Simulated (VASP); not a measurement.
# GaSe (P6_3/mmc) in VASP: relaxation of cell and atoms with PBE+D3(BJ)

Aim: the relaxation of cell and atoms of GaSe with PBE+D3(BJ).

Program: VASP 6.6.1. These are calculated values, not measurements. Logs are shortened: lines on timing, memory, paths and dates and some standing lists are left out, and cuts for length are marked.

### Step 1. The cell of the first run

It takes space group P6_3/mmc (No. 194, hexagonal). Conventional cell: a = 3.742 Å, b = 3.742 Å, c = 15.919 Å, α = 90.00°, β = 90.00°, γ = 120.00°. Ga (site symmetry 3m) has 1 Ga at 2.32 Å and 3 Se at 2.48 Å within 3.1 Å. Within 3.3 Å of Se (site symmetry 3m) lie 3 Ga at 2.48 Å.

### Step 2. Relaxation of cell and atoms, PBE+D3(BJ)

File INCAR:

```
PREC = Accurate
ENCUT = 500
EDIFF = 1E-7
ISMEAR = -1
SIGMA = 0.02
LREAL = False
LASPH = True
NELM = 120
ALGO = Normal
ISIF = 3
LWAVE = False
LCHARG = False
GGA = PE
IVDW = 12
IBRION = 2
NSW = 80
EDIFFG = -0.005
GGA_COMPAT = False
NELMIN = 4
```

File KPOINTS:

```
Automatic mesh
0
Gamma
  12 12 2
```

File POSCAR:

```
GaSe
1.0
    3.7420000000      0.0000000000      0.0000000000
   -1.8710000000      3.2406670610      0.0000000000
    0.0000000000      0.0000000000     15.9190000000
Ga Se
4 4
Direct
    0.3333333333      0.6666666667      0.1770000000
    0.6666666667      0.3333333333      0.6770000000
    0.3333333333      0.6666666667      0.3230000000
    0.6666666667      0.3333333333      0.8230000000
    0.3333333333      0.6666666667      0.6000000000
    0.6666666667      0.3333333333      0.1000000000
    0.3333333333      0.6666666667      0.9000000000
    0.6666666667      0.3333333333      0.4000000000
```

Potentials or basis: VASP PAW PBE potentials, release 64 (Ga_d, Se).

On the command line:

```bash
> cat potpaw_PBE.64/Ga_d/POTCAR potpaw_PBE.64/Se/POTCAR > POTCAR
> mpirun -np 1 vasp_std > vasp.out
```

OUTCAR:

```text
PREC = Accurate
   ENCUT = 500
   EDIFF = 1E-7
   ISMEAR = -1
   LREAL = False
   LASPH = True
   NELM = 120
   ISIF = 3
   GGA = PE
   IVDW = 12
   IBRION = 2
   NSW = 80
   EDIFFG = -0.005
   NELMIN = 4
 IVDW          = 12

 ion  position               nearest neighbor table
   1  0.333  0.667  0.177-   3 2.32   6 2.48   6 2.48   6 2.48
   2  0.667  0.333  0.677-   4 2.32   5 2.48   5 2.48   5 2.48
   3  0.333  0.667  0.323-   1 2.32   8 2.48   8 2.48   8 2.48
   4  0.667  0.333  0.823-   2 2.32   7 2.48   7 2.48   7 2.48
   5  0.333  0.667  0.600-   2 2.48   2 2.48   2 2.48
   6  0.667  0.333  0.100-   1 2.48   1 2.48   1 2.48
   7  0.333  0.667  0.900-   4 2.48   4 2.48   4 2.48
   8  0.667  0.333  0.400-   3 2.48   3 2.48   3 2.48

  LATTYP: Found a hexagonal cell.
 ALAT       =     3.7420000000
 C/A-ratio  =     4.2541421700

  Lattice vectors:

 A1 = (   3.7420000000,   0.0000000000,   0.0000000000)
 A2 = (  -1.8710000000,   3.2406670610,   0.0000000000)
 A3 = (   0.0000000000,   0.0000000000,  15.9190000000)

Analysis of symmetry for initial positions (statically):
=====================================================================
 Subroutine PRICEL returns:
 Original cell was already a primitive cell.

 Routine SETGRP: Setting up the symmetry group for a
 hexagonal supercell.

 Subroutine GETGRP returns: Found 24 space group operations
 (whereof 12 operations were pure point group operations)
 out of a pool of 24 trial point group operations.

The static configuration has the point symmetry D_3d.
 The point group associated with its full space group is D_6h.

Analysis of symmetry for dynamics (positions and initial velocities):
=====================================================================
 Subroutine PRICEL returns:
 Original cell was already a primitive cell.

 Routine SETGRP: Setting up the symmetry group for a
 hexagonal supercell.

 Subroutine GETGRP returns: Found 24 space group operations
 (whereof 12 operations were pure point group operations)
 out of a pool of 24 trial point group operations.

The dynamic configuration has the point symmetry D_3d.
 The point group associated with its full space group is D_6h.

 Subroutine INISYM returns: Found 24 space group operations
 (whereof 12 operations are pure point group operations),
 and found     1 'primitive' translations

----------------------------------------------------------------------------------------

                                     Primitive cell

  volume of cell :     193.0430

  direct lattice vectors                    reciprocal lattice vectors
     3.742000000  0.000000000  0.000000000     0.267236772  0.154289222  0.000000000
    -1.871000000  3.240667061  0.000000000     0.000000000  0.308578444  0.000000000
     0.000000000  0.000000000 15.919000000     0.000000000  0.000000000  0.062818016

  length of vectors
     3.742000000  3.742000000 15.919000000     0.308578444  0.308578444  0.062818016

  position of ions in fractional coordinates (direct lattice)
     0.333333333  0.666666667  0.177000000
     0.666666667  0.333333333  0.677000000
     0.333333333  0.666666667  0.323000000
     0.666666667  0.333333333  0.823000000
     0.333333333  0.666666667  0.600000000
     0.666666667  0.333333333  0.100000000
     0.333333333  0.666666667  0.900000000
     0.666666667  0.333333333  0.400000000

  ion indices of the primitive-cell ions
   primitive index   ion index
                 1           1
                 2           2
                 3           3
                 4           4
                 5           5
                 6           6
                 7           7
                 8           8

----------------------------------------------------------------------------------------

 KPOINTS: Automatic mesh

Automatic generation of k-mesh.
 Grid dimensions read from file:
 generate k-points for:   12   12    2

 Generating k-lattice:

  Cartesian coordinates                     Fractional coordinates (reciprocal lattice)
     0.022269731  0.012857435  0.000000000     0.083333333  0.000000000  0.000000000
     0.000000000  0.025714870  0.000000000     0.000000000  0.083333333  0.000000000
     0.000000000  0.000000000  0.031409008     0.000000000  0.000000000  0.500000000

  Length of vectors
     0.025714870  0.025714870  0.031409008

  Shift w.r.t. Gamma in fractional coordinates (k-lattice)
     0.000000000  0.000000000  0.000000000

 Subroutine IBZKPT returns following result:
 ===========================================

 Found     38 irreducible k-points:

 Following reciprocal coordinates:
            Coordinates               Weight
  0.000000  0.000000  0.000000      1.000000
  0.083333  0.000000  0.000000      6.000000
  0.166667  0.000000  0.000000      6.000000
  0.250000  0.000000  0.000000      6.000000
  0.333333  0.000000  0.000000      6.000000
  0.416667  0.000000  0.000000      6.000000
[... 16 lines left out ...]
  0.250000  0.000000  0.500000      6.000000
  0.333333  0.000000  0.500000      6.000000
 [... further k-points ...]
   k-points           NKPTS =     38   k-points in BZ     NKDIM =     38   number of bands    NBANDS=     45
   number of dos      NEDOS =    301   number of ions     NIONS =      8
   total plane-waves  NPLWV =  94080
   dimension x,y,z NGX =    28 NGY =   28 NGZ =  120
   dimension x,y,z NGXF=    56 NGYF=   56 NGZF=  240
   ions per type =               4   4
   NGX,Y,Z   is equivalent  to a cutoff of  12.44, 12.44, 12.53 a.u.
   NGXF,Y,Z  is equivalent  to a cutoff of  24.88, 24.88, 25.06 a.u.
 SYSTEM =  unknown system
   PREC   = accura    normal or accurate (medium, high low for compatibility)
   ISTART =      0    job   : 0-new  1-cont  2-samecut
   ICHARG =      2    charge: 1-file 2-atom 10-const
   ISPIN  =      1    spin polarized calculation?
   LNONCOLLINEAR =      F non collinear calculations
   LSORBIT =      F    spin-orbit coupling
   LASPH  =      T    aspherical Exc in radial PAW
   ENCUT  =  500.0 eV  36.75 Ry    6.06 a.u.   6.82  6.82 29.02*2*pi/ulx,y,z
   NELM   =    120;   NELMIN=  4; NELMDL= -5     # of ELM steps
   EDIFF  = 0.1E-06   stopping-criterion for ELM
   LREAL  =      F    real-space projection
   EDIFFG = -.5E-02   stopping-criterion for IOM
   NSW    =     80    number of steps for IOM
   IBRION =      2    ionic relax: 0-MD 1-quasi-New 2-CG
   NFREE  =      1    steps in history (QN), initial steepest desc. (CG)
   ISIF   =      3    stress and relaxation
   ISYM   =      2    0-nonsym 1-usesym 2-fastsym
   POTIM  = 0.5000    time-step for ionic-motion
   TEBEG  =    0.0;   TEEND  =   0.0 temperature during run
   PSTRESS=    0.0 pullay stress
   NELECT =      76.0000    total number of electrons
   NUPDOWN=      -1.0000    fix difference up-down
   EMIN   =  10.00;   EMAX   =-10.00  energy-range for DOS
   EFERMI =   0.00;   METHOD = LEGACY
   ISMEAR =    -1;   SIGMA  =   0.02  broadening in eV -4-tet -1-fermi 0-gaus
   EFERMI_NEDOS =   21; number of points for ismear=-14 and -15
   IALGO  =     38    algorithm
   IMIX   =      4    mixing-type and parameters
     AMIX     =   0.40;   BMIX     =  1.00
     AMIX_MAG =   1.60;   BMIX_MAG =  1.00
  volume/ion in A,a.u.               =      24.13       162.84
  Fermi-wavevector in a.u.,A,eV,Ry     =   1.199853  2.267393 19.587589  1.439647
  Thomas-Fermi vector in A             =   2.335705
   LORBIT       =      0    0 simple, 1 ext, 2 COOP (PROOUT), +10 PAW based schemes
   GGA     = PE    functional components
   LHFCALC =     F    Hartree Fock is set to
   AEXX    =    0.0000 exact exchange contribution
   IVDW    =    12    specifies the selected vdW correction
   LEPSILON=     F    determine dielectric tensor
   LRPA    =     F    only Hartree local field effects (RPA)
 conjugate gradient relaxation of ions
 non-spin polarized calculation
  energy-cutoff  :      500.00
  volume of cell :      193.04
 maximum number of plane-waves:      4932
 NGX is ok and might be reduce to    28
   NGX = 13   NGY = 13   NGZ = 59

--------------------------------------- Ionic step        1  -------------------------------------------

 number of electron      76.0000014 magnetization

 Free energy of the ion-electron system (eV)
  ---------------------------------------------------
  ext. energy  EPLUGINS =         0.00000000
  ---------------------------------------------------
  free energy    TOTEN  =       -30.05523630 eV

  energy without entropy =      -30.05523630  energy(sigma->0) =      -30.05523630

------------------------ aborting loop because EDIFF is reached ----------------------------------------

 Edisp (eV)   -2.36874

 E8    (eV) :    -1.0412

  FORCE on cell =-STRESS in cart. coord.  units (eV):
  Direction    XX          YY          ZZ          XY          YZ          ZX
  --------------------------------------------------------------------------------------
  -------------------------------------------------------------------------------------
  Total       0.15328     0.15328     3.44125     0.00000    -0.00000     0.00000
  in kB       1.27217     1.27217    28.56092     0.00000    -0.00000     0.00000
  external pressure =       10.37 kB  Pullay stress =        0.00 kB
[... 115 lines left out ...]
  FREE ENERGIE OF THE ION-ELECTRON SYSTEM (eV)
  ---------------------------------------------------
  free  energy   TOTEN  =       -32.5473420802 eV

  energy  without entropy=      -32.5473420802  energy(sigma->0) =      -32.54734208

[... ionic steps 4 to 17 ...]

--------------------------------------- Ionic step       18  -------------------------------------------

 number of electron      76.0000014 magnetization

------------------------ aborting loop because EDIFF is reached ----------------------------------------

 Edisp (eV)   -2.31983

 E8    (eV) :    -1.0192
[... 81 lines left out ...]
  energy  without entropy=      -32.5557548390  energy(sigma->0) =      -32.55575484

--------------------------------------- Ionic step       20  -------------------------------------------

 number of electron      76.0000014 magnetization

 Free energy of the ion-electron system (eV)
  ---------------------------------------------------
  ext. energy  EPLUGINS =         0.00000000
  ---------------------------------------------------
  free energy    TOTEN  =       -30.23535979 eV

  energy without entropy =      -30.23535979  energy(sigma->0) =      -30.23535979

 E-fermi :   3.8338     XC(G=0):  -9.2432

 val. band max:        3.4156262797   @ k =   0.0000   0.0000   0.0000
 cond. band min:       4.2552405655   @ k =   0.0000   0.0000   0.0000
 fundamental gap:      0.8396142858
 Fermi energy:         3.8337642725

 k-point     1 :       0.0000    0.0000    0.0000
  band No.  band energies     occupation
      1     -11.7802      2.00000
      2     -11.7799      2.00000
      3     -11.6593      2.00000
      4     -11.6593      2.00000
      5     -11.6592      2.00000
      6     -11.6592      2.00000
[... 1141 lines left out ...]
     44       7.4636      0.00000
     45       7.6770      0.00000

 [... further k-points ...]

------------------------ aborting loop because EDIFF is reached ----------------------------------------

 Edisp (eV)   -2.32042

 E8    (eV) :    -1.0195

  FORCE on cell =-STRESS in cart. coord.  units (eV):
  Direction    XX          YY          ZZ          XY          YZ          ZX
  --------------------------------------------------------------------------------------
  -------------------------------------------------------------------------------------
  Total      -0.01765    -0.01765    -0.00128     0.00000     0.00000     0.00000
  in kB      -0.14375    -0.14375    -0.01046     0.00000     0.00000     0.00000
  external pressure =       -0.10 kB  Pullay stress =        0.00 kB
[... 23 lines left out ...]
  FREE ENERGIE OF THE ION-ELECTRON SYSTEM (eV)
  ---------------------------------------------------
  free  energy   TOTEN  =       -32.5557797273 eV

  energy  without entropy=      -32.5557797273  energy(sigma->0) =      -32.55577973

 reached required accuracy - stopping structural energy minimisation
```

It took 40 min on 1 thread of Intel Xeon 6975P-C (Granite Rapids), shared host; peak memory 0.48 GiB.

What came out:

- Free energy: -32.5558 eV
- Relaxed volume: 24.58 Å³/atom
- Relaxed cell: a = 3.772 Å, b = 3.772 Å, c = 15.963 Å, α = 90.00°, β = 90.00°, γ = 120.00°
- Space group after relaxing (to 0.1 Å): P6_3/mmc (No. 194)
- Energy gained by relaxing: 16.5 meV/atom
- Ionic steps: 20
- Pressure after relaxing: 0.0 GPa
- Largest force after relaxing: 0.005 eV/Å
- Band gap on the k mesh: 0.84 eV
- Dispersion energy per atom: -0.290 eV

Forces on the atoms (eV/Å):
```
Ga   0.000  0.000  0.005
Ga   0.000  0.000  0.005
Ga   0.000  0.000 -0.005
Ga   0.000  0.000 -0.005
Se   0.000  0.000 -0.002
Se   0.000  0.000 -0.002
Se   0.000  0.000  0.002
Se   0.000  0.000  0.002
```

The path:
```tsv
step	energy change (eV)	largest force (eV/Å)	pressure (GPa)	volume (Å³)
1	0.0000	1.2145	1.04	193.04
2	-0.1053	0.3872	0.35	197.41
3	-0.1234	0.0160	0.46	196.13
4	-0.1288	0.0429	-0.15	198.16
5	-0.1288	0.0444	-0.18	198.27
6	-0.1305	0.0174	-0.06	198.01
7	-0.1306	0.0279	-0.01	197.90
8	-0.1308	0.0247	-0.01	197.85
9	-0.1312	0.0164	-0.05	197.69
10	-0.1315	0.0297	-0.11	197.38
11	-0.1315	0.0237	-0.10	197.28
12	-0.1317	0.0064	-0.03	196.98
13	-0.1317	0.0279	0.07	196.37
14	-0.1318	0.0099	-0.01	196.77
15	-0.1318	0.0120	0.01	196.67
16	-0.1318	0.0112	0.01	196.71
17	-0.1318	0.0104	0.00	196.74
18	-0.1318	0.0110	0.01	196.73
19	-0.1318	0.0086	0.01	196.72
20	-0.1318	0.0050	-0.01	196.68
```

Final structure:
```
CELL_PARAMETERS angstrom
3.77188 0.00000 0.00000
-1.88594 3.26654 0.00000
0.00000 0.00000 15.96296
ATOMIC_POSITIONS crystal
Ga 0.33333 0.66667 0.17342
Ga 0.66667 0.33333 0.67342
Ga 0.33333 0.66667 0.32658
Ga 0.66667 0.33333 0.82658
Se 0.33333 0.66667 0.59950
Se 0.66667 0.33333 0.09950
Se 0.33333 0.66667 0.90050
Se 0.66667 0.33333 0.40050
```

Levels at points of the mesh, in eV from the valence-band top:
| k point | band 35 | band 36 | band 37 | band 38 | band 39 | band 40 | band 41 | band 42 |
| --- | --- | --- | --- | --- | --- | --- | --- | --- |
| (0.00, 0.00, 0.00) | -1.33 | -1.20 | -1.20 | 0.00 | 0.84 | 1.85 | 2.11 | 2.23 |
| (0.50, 0.00, 0.00) | -2.46 | -2.36 | -2.28 | -1.85 | 1.00 | 1.24 | 1.79 | 1.82 |
| (0.00, 0.00, 0.50) | -1.24 | -1.24 | -0.91 | -0.91 | 1.51 | 1.51 | 2.16 | 2.16 |
| (0.50, 0.00, 0.50) | -2.44 | -2.44 | -2.16 | -2.16 | 1.35 | 1.35 | 1.57 | 1.57 |
